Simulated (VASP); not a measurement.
NaCl:

```
Na Cl
1.0
     0.04218    3.75357    0.06196
     1.87959   -1.96995   -6.88217
    -7.43353   -0.08436    0.04587
Na Cl
4 4
Cartesian
  -5.5376 1.8012 -2.7329
  -1.7746 1.7346 -2.7156
  -3.6030 1.8384 -6.1158
  0.1667 1.8517 -6.3655
  -3.8007 -0.1998 -3.9406
  -0.0815 0.0749 -4.0619
  -3.7071 1.6677 -0.5834
  0.0496 1.8240 -0.5428
```

* Program: VASP 6.6.1
* Task: relaxation of cell and atoms
* Functional: PBE
* Potentials or basis: VASP PAW PBE potentials, release 64 (Na_pv, Cl)
* Cutoff: 500 eV
* k mesh: 4 × 4 × 2
* Occupations: gaussian, width 0.1 eV
* Spin: no spin polarisation

At the start: pressure -0.1 GPa; volume 23.84 Å³/atom.

Question: How do energy, volume and symmetry change on relaxing?

Answer: Over 14 steps the energy falls by 13.6 meV/atom and the volume is 23.37 Å³/atom (-2.0 %); space group P1 (No. 1, to 0.1 Å) before, I4_1md (No. 109, to 0.1 Å).

Step by step:
| step | energy change (eV) | largest force (eV/Å) | pressure (GPa) | volume (Å³) |
| --- | --- | --- | --- | --- |
| 1 | 0.0000 | 0.3683 | -0.11 | 190.76 |
| 2 | -0.0180 | 0.3180 | -0.11 | 190.30 |
| 3 | -0.0581 | 0.1773 | -0.07 | 188.90 |
| 4 | -0.0786 | 0.2081 | 0.19 | 186.10 |
| 5 | -0.0809 | 0.1824 | 0.11 | 186.76 |
| 6 | -0.0914 | 0.1452 | -0.01 | 187.49 |
| 7 | -0.0969 | 0.0982 | -0.17 | 188.55 |
| 8 | -0.1033 | 0.0540 | 0.03 | 186.85 |
| 9 | -0.1041 | 0.0517 | 0.13 | 186.07 |
| 10 | -0.1063 | 0.0403 | -0.04 | 187.30 |
| 11 | -0.1064 | 0.0378 | -0.09 | 187.71 |
| 12 | -0.1082 | 0.0276 | -0.03 | 187.20 |
| 13 | -0.1085 | 0.0254 | 0.01 | 186.87 |
| 14 | -0.1090 | 0.0180 | 0.00 | 186.97 |

Final structure:
```
Na Cl
1.0
    -0.00378    3.70459    0.00485
     1.83999   -1.86174   -6.81370
    -7.40602    0.00809   -0.01355
Na Cl
4 4
Direct
  0.70880 0.41395 0.85487
  0.71058 0.41389 0.35511
  0.95083 0.91435 0.72697
  0.95822 0.91344 0.22624
  0.29134 0.58606 0.64850
  0.29749 0.58577 0.14831
  0.53568 0.08601 0.51985
  0.54706 0.08654 0.02016
```

Caveat: the k points lie up to 0.44 Å⁻¹ apart in the final cell.
